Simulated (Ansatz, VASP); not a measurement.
Two plane-wave programs on HgTe

```
Hg Te
1.0
     0.00000    3.17106    3.17106
     3.17106    0.00000    3.17106
     3.17106    3.17106    0.00000
Hg Te
1 1
Direct
  0.00000 0.00000 0.00000
  0.75000 0.75000 0.75000
```

Alike in both runs: task single point; functional PBE0; k mesh 4 × 4 × 4; occupations fermi-dirac, width 0.05 eV; no spin polarisation.

```csv
,VASP,Ansatz
version,VASP 6.6.1,Ansatz 0.2.0
potentials or method,"VASP PAW PBE potentials, release 64 (Hg, Te)",Ansatz PAW
plane-wave cutoff (eV),520,420
valence electrons in the cell,18,36
```

```tsv
	VASP	Ansatz	Ansatz less VASP
gap on the k mesh at the Fermi level (eV)	0.81	0.85	+0.043
least direct gap on the mesh (eV)	0.81	0.85	+0.043
pressure (GPa)	5.5	5.7	+0.14
```

The functional is the same, so the differences come from potentials, cutoffs and numerics. VASP's potentials hold 18 valence electrons a cell and Ansatz's 36, so a difference there can come from the potentials and not from the codes.

The k mesh is coarse, so the values compare programs but aren't converged. Neither program's run includes spin-orbit coupling.
